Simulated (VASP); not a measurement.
# Ta: single point with PBE

The system is Ta.

```
Ta
1.0
     4.04734    0.00000    0.00000
    -2.02367    3.50510    0.00000
     0.00000    0.00000    2.31932
Ta
3
Cartesian
  0.0000 0.0000 0.0000
  0.0000 2.3367 1.1597
  2.0237 1.1684 1.1597
```

| Item | Value |
| --- | --- |
| Program | VASP 6.6.1 |
| Task | single point |
| Functional | PBE |
| Potentials or basis | VASP PAW PBE potentials, release 64 (Ta_pv) |
| Cutoff | 520 eV |
| k mesh | 9 × 9 × 13 |
| Occupations | fermi-dirac, width 0.05 eV |
| Spin | no spin polarisation |
| Dipole correction | no |
| Further INCAR settings | ALGO = Normal; EDIFF = 1e-06; NBANDS = 24 |

```
Pressure : 275.1 GPa
```

Stress tensor (GPa, compression positive):
```
274.90   0.00   0.00
  0.00 274.90   0.00
  0.00   0.00 275.63
```

Levels at points of the mesh, in eV from the Fermi level:
```csv
k point,band 13,band 14,band 15,band 16,band 17,band 18,band 19,band 20,band 21,band 22
"(0.00, 0.00, 0.00)",-1.68,-1.43,-1.43,-1.33,-1.33,0.62,0.62,4.03,4.03,4.19
```

Wall time 39 s on 1 thread of Intel(R) Xeon(R) Platinum 8375C CPU @ 2.90GHz (Ice Lake), on a shared host, peak memory 0.18 GiB.

Caveat: spin-orbit coupling is left out, which moves the levels of the heavy elements.
